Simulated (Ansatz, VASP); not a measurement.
Si7Ge in VASP and in Ansatz

Contents of POSCAR:

```
Si7Ge
1.0
    5.4653950700      0.0000000000      0.0000000000
    0.0000000000      5.4653950700      0.0000000000
    0.0000000000      0.0000000000      5.4653950700
Si Ge
7 1
Direct
    0.2526152100      0.2526152100      0.2526152100
    0.0000000000      0.5000000000      0.5000000000
    0.5000000000      0.5000000000      0.0000000000
    0.5000000000      0.0000000000      0.5000000000
    0.7473847900      0.2526152100      0.7473847900
    0.7473847900      0.7473847900      0.2526152100
    0.2526152100      0.7473847900      0.7473847900
    0.0396140349      0.0396140349      0.0396140349
```

The input INCAR.step1:

```
SYSTEM = Si7Ge
PREC = Accurate
ENCUT = 520
ISMEAR = 0
SIGMA = 0.05
LREAL = .FALSE.
LASPH = .TRUE.
NELM = 80
NBANDS = 31
GGA = PE
ALGO = Normal
EDIFF = 1E-4
LWAVE = .TRUE.
LCHARG = .FALSE.
```

Contents of INCAR.step2:

```
SYSTEM = Si7Ge
PREC = Accurate
ENCUT = 520
EDIFF = 1E-6
ISMEAR = 0
SIGMA = 0.05
LREAL = .FALSE.
LASPH = .TRUE.
NELM = 80
ALGO = Normal
ISIF = 2
LWAVE = .FALSE.
LCHARG = .TRUE.
METAGGA = R2SCAN
LMIXTAU = .TRUE.
LELF = .TRUE.
LVHAR = .TRUE.
NBANDS = 31
ISTART = 1
```

The input KPOINTS:

```
regular mesh
0
G
  6 6 6
  0 0 0
```

Input for Ansatz:

```yaml
crystal:
  lattice:
    - [5.46539507, 0.0, 0.0]
    - [0.0, 5.46539507, 0.0]
    - [0.0, 0.0, 5.46539507]
  atoms:
    - { symbol: Si, position: [0.25261521, 0.25261521, 0.25261521] }
    - { symbol: Si, position: [0.0, 0.5, 0.5] }
    - { symbol: Si, position: [0.5, 0.5, 0.0] }
    - { symbol: Si, position: [0.5, 0.0, 0.5] }
    - { symbol: Si, position: [0.74738479, 0.25261521, 0.74738479] }
    - { symbol: Si, position: [0.74738479, 0.74738479, 0.25261521] }
    - { symbol: Si, position: [0.25261521, 0.74738479, 0.74738479] }
    - { symbol: Ge, position: [0.0396140349, 0.0396140349, 0.0396140349] }
basis:
  ecutwfc: 500
kpoints:
  mp_grid: { grid: [6, 6, 6] }
hamiltonian:
  xc: r2scan
scf:
  occupations: { method: gaussian, width: 0.05 }
output:
  forces: true
  stress: true
  eigenvalues: true
```

Alike in both runs: task single point; functional r2SCAN; k mesh 6 × 6 × 6; occupations gaussian, width 0.05 eV; no spin polarisation.

|  | VASP | Ansatz |
| --- | --- | --- |
| version | VASP 6.6.1 | Ansatz 0.2.0 |
| potentials or method | VASP PAW PBE potentials, release 64 (Si, Ge_d), cutoff 520 eV | scalar-relativistic, plane waves, PAW |
| valence electrons in the cell | 42 | 42 |

|  | VASP | Ansatz | Ansatz less VASP |
| --- | --- | --- | --- |
| gap on the k mesh at the Fermi level (eV) | 0.46 | 0.45 | -0.009 |
| least direct gap on the mesh (eV) | 0.46 | 0.45 | -0.009 |
| pressure (GPa) | 2.0 | 2.2 | +0.20 |
| traceless stress, the component that is largest in VASP (GPa) | 3.73 | 3.75 | +0.016 |
| rms of the force components (eV/Å) | 2.184 | 2.186 | +0.0022 |

VASP's potentials were made for PBE, not for r2SCAN. Atom by atom the forces differ by 0.005 eV/Å (rms over components).
